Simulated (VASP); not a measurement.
# CaSe (F-43m) in VASP: single point with PBE

Aim: the single point of CaSe with PBE.

Everything below comes from runs of VASP 6.6.1. Logs are shortened: lines on timing, memory, paths and dates and some standing lists are left out, and cuts for length are marked.

## Step 1: The cell of the first run

It takes space group F-43m (No. 216, cubic). Conventional cell: a = 6.399 Å, b = 6.399 Å, c = 6.399 Å, α = 90.00°, β = 90.00°, γ = 90.00°. Within 3.7 Å of Ca (site symmetry -43m) lie 4 Se at 2.77 Å. Within 3.7 Å of Se (site symmetry -43m) lie 4 Ca at 2.77 Å.

## Step 2: Single point, PBE (Be replaced by Ca, lengths x 1.222, strained)

Input file INCAR:

```
  ALGO = Normal
  EDIFF = 1E-6
  ENCUT = 500
  GGA = PE
  GGA_COMPAT = F
  ISIF = 2
  ISMEAR = 0
  LASPH = T
  LCHARG = F
  LREAL = F
  LWAVE = F
  NBANDS = 15
  NELM = 120
  PREC = Accurate
  SIGMA = 0.02
```

Input file KPOINTS:

```
k-points
0
Gamma
  6 6 6
```

Input file POSCAR:

```
CaSe
1.0
    0.0000000000      3.1993699833      3.1993699833
    3.1993699833      0.0000000000      3.1993699833
    3.1993699833      3.1993699833      0.0000000000
Ca Se
1 1
Direct
    0.0000000000      0.0000000000      0.0000000000
    0.7500000000      0.7500000000      0.7500000000
```

Potentials or basis: VASP PAW PBE potentials, release 64 (Ca_sv, Se).

The run is started by

```console
cat potpaw_PBE.64/Ca_sv/POTCAR potpaw_PBE.64/Se/POTCAR > POTCAR
mpirun -np 1 vasp_std > vasp.out
```

OUTCAR:

```text
EDIFF = 1E-6
   ENCUT = 500
   GGA = PE
   ISIF = 2
   ISMEAR = 0
   LASPH = T
   LREAL = F
   NELM = 120
   PREC = Accurate

 ion  position               nearest neighbor table
   1  0.000  0.000  0.000-   2 2.77   2 2.77   2 2.77   2 2.77
   2  0.750  0.750  0.750-   1 2.77   1 2.77   1 2.77   1 2.77

  LATTYP: Found a face centered cubic cell.
 ALAT       =     6.3987399666

  Lattice vectors:

 A1 = (   0.0000000000,   3.1993699833,   3.1993699833)
 A2 = (   3.1993699833,   0.0000000000,   3.1993699833)
 A3 = (   3.1993699833,   3.1993699833,   0.0000000000)

Analysis of symmetry for initial positions (statically):
=====================================================================
 Subroutine PRICEL returns:
 Original cell was already a primitive cell.

 Routine SETGRP: Setting up the symmetry group for a
 face centered cubic supercell.

 Subroutine GETGRP returns: Found 24 space group operations
 (whereof 24 operations were pure point group operations)
 out of a pool of 48 trial point group operations.

The static configuration has the point symmetry T_d .

Analysis of symmetry for dynamics (positions and initial velocities):
=====================================================================
 Subroutine PRICEL returns:
 Original cell was already a primitive cell.

 Routine SETGRP: Setting up the symmetry group for a
 face centered cubic supercell.

 Subroutine GETGRP returns: Found 24 space group operations
 (whereof 24 operations were pure point group operations)
 out of a pool of 48 trial point group operations.

The dynamic configuration has the point symmetry T_d .

 Subroutine INISYM returns: Found 24 space group operations
 (whereof 24 operations are pure point group operations),
 and found     1 'primitive' translations

----------------------------------------------------------------------------------------

                                     Primitive cell

  volume of cell :      65.4973

  direct lattice vectors                    reciprocal lattice vectors
     0.000000000  3.199369983  3.199369983    -0.156280769  0.156280769  0.156280769
     3.199369983  0.000000000  3.199369983     0.156280769 -0.156280769  0.156280769
     3.199369983  3.199369983  0.000000000     0.156280769  0.156280769 -0.156280769

  length of vectors
     4.524592421  4.524592421  4.524592421     0.270686231  0.270686231  0.270686231

  position of ions in fractional coordinates (direct lattice)
     0.000000000  0.000000000  0.000000000
     0.750000000  0.750000000  0.750000000

[... 79 lines left out ...]
   NUPDOWN=      -1.0000    fix difference up-down
   EMIN   =  10.00;   EMAX   =-10.00  energy-range for DOS
   EFERMI =   0.00;   METHOD = LEGACY
   ISMEAR =     0;   SIGMA  =   0.02  broadening in eV -4-tet -1-fermi 0-gaus
   EFERMI_NEDOS =   21; number of points for ismear=-14 and -15
   IALGO  =     38    algorithm
   IMIX   =      4    mixing-type and parameters
     AMIX     =   0.40;   BMIX     =  1.00
     AMIX_MAG =   1.60;   BMIX_MAG =  1.00
  volume/ion in A,a.u.               =      32.75       221.00
  Fermi-wavevector in a.u.,A,eV,Ry     =   1.023388  1.933923 14.249697  1.047323
  Thomas-Fermi vector in A             =   2.157119
   LORBIT       =      0    0 simple, 1 ext, 2 COOP (PROOUT), +10 PAW based schemes
   GGA     = PE    functional components
   LHFCALC =     F    Hartree Fock is set to
   AEXX    =    0.0000 exact exchange contribution
   IVDW    =     0    specifies the selected vdW correction
   LEPSILON=     F    determine dielectric tensor
   LRPA    =     F    only Hartree local field effects (RPA)
 non-spin polarized calculation
 Gauss-broadening in eV      SIGMA  =   0.02
  energy-cutoff  :      500.00
  volume of cell :       65.50
 maximum number of plane-waves:      1687
 NGX is ok and might be reduce to    36
   NGX = 17   NGY = 17   NGZ = 17

 number of electron      15.9999998 magnetization

 Free energy of the ion-electron system (eV)
  ---------------------------------------------------
  ext. energy  EPLUGINS =         0.00000000
  ---------------------------------------------------
  free energy    TOTEN  =        -8.90497281 eV

  energy without entropy =       -8.90497281  energy(sigma->0) =       -8.90497281

 E-fermi :   0.1025     XC(G=0):  -7.9042

 val. band max:        0.0063269338   @ k =  -0.3333   0.3333   0.0000
 cond. band min:       3.4375156257   @ k =   0.0000   0.0000   0.0000
 fundamental gap:      3.4311886919
 Fermi energy:         0.1024987735

 k-point     1 :       0.0000    0.0000    0.0000
  band No.  band energies     occupation
      1     -38.7484      2.00000
      2     -19.7852      2.00000
      3     -19.7852      2.00000
      4     -19.7852      2.00000
      5     -10.4196      2.00000
      6      -0.1272      2.00000
      7      -0.1272      2.00000
      8      -0.1272      2.00000
      9       3.4375      0.00000
     10       5.5506      0.00000
     11       5.5506      0.00000
     12       7.7963      0.00000
     13       7.7963      0.00000
     14       7.7963      0.00000
[... 257 lines left out ...]
      2     -19.8488      2.00000
      3     -19.8102      2.00000
      4     -19.8043      2.00000
      5      -9.9943      2.00000
      6      -1.0681      2.00000
      7      -0.4052      2.00000
      8      -0.0626      2.00000
      9       3.7319      0.00000
     10       5.1429      0.00000
     11       6.1577      0.00000
     12       6.4552      0.00000
     13       7.0201      0.00000
     14       8.8406      0.00000
     15       9.7746      0.00000

------------------------ aborting loop because EDIFF is reached ----------------------------------------

  FORCE on cell =-STRESS in cart. coord.  units (eV):
  Direction    XX          YY          ZZ          XY          YZ          ZX
  --------------------------------------------------------------------------------------
  -------------------------------------------------------------------------------------
  Total        1.4462305      1.4462305      1.4462305      0.0000000      0.0000000      0.0000000
  in kB       35.3773021     35.3773021     35.3773021      0.0000000      0.0000000      0.0000000
  external PRESSURE =      35.3773021 kB  Pullay stress =       0.0000000 kB

 VOLUME and BASIS-vectors are now :
 -----------------------------------------------------------------------------
  energy-cutoff  :      500.00
  volume of cell :       65.50
      direct lattice vectors                 reciprocal lattice vectors
     0.000000000  3.199369983  3.199369983    -0.156280769  0.156280769  0.156280769
     3.199369983  0.000000000  3.199369983     0.156280769 -0.156280769  0.156280769
     3.199369983  3.199369983  0.000000000     0.156280769  0.156280769 -0.156280769

 POSITION                                       TOTAL-FORCE (eV/Angst)
 -----------------------------------------------------------------------------------
      0.00000      0.00000      0.00000        -0.000000     -0.000000     -0.000000
      4.79905      4.79905      4.79905         0.000000      0.000000      0.000000
 -----------------------------------------------------------------------------------
    total drift:                               -0.000000     -0.000000      0.000000

  FREE ENERGIE OF THE ION-ELECTRON SYSTEM (eV)
  ---------------------------------------------------
  free  energy   TOTEN  =        -8.9049728117 eV

  energy  without entropy=       -8.9049728117  energy(sigma->0) =       -8.90497281
```

stdout:

```text
POSCAR found type information on POSCAR CaSe
 POSCAR found :  2 types and       2 ions
 scaLAPACK will be used
 LDA part: xc-table for (Slater+PW92), standard interpolation
 POSCAR, INCAR and KPOINTS ok, starting setup
 FFT: planning ... GRIDC
 FFT: planning ... GRID_SOFT
 FFT: planning ... GRID
 WAVECAR not read
 entering main loop
```

It took 38 s on 1 thread of AMD EPYC 7R43 (Zen 3), shared host; peak memory 0.17 GiB.

Results:

```yaml
Free_energy: -8.9050 eV
Pressure: 3.5 GPa
Band_gap_on_the_k_mesh: 3.43 eV, indirect (least direct gap 3.56 eV)
```

Caveat: the cell differs from its parent crystal (Be replaced by Ca, lengths x 1.222, strained). A k mesh can miss the band edges.
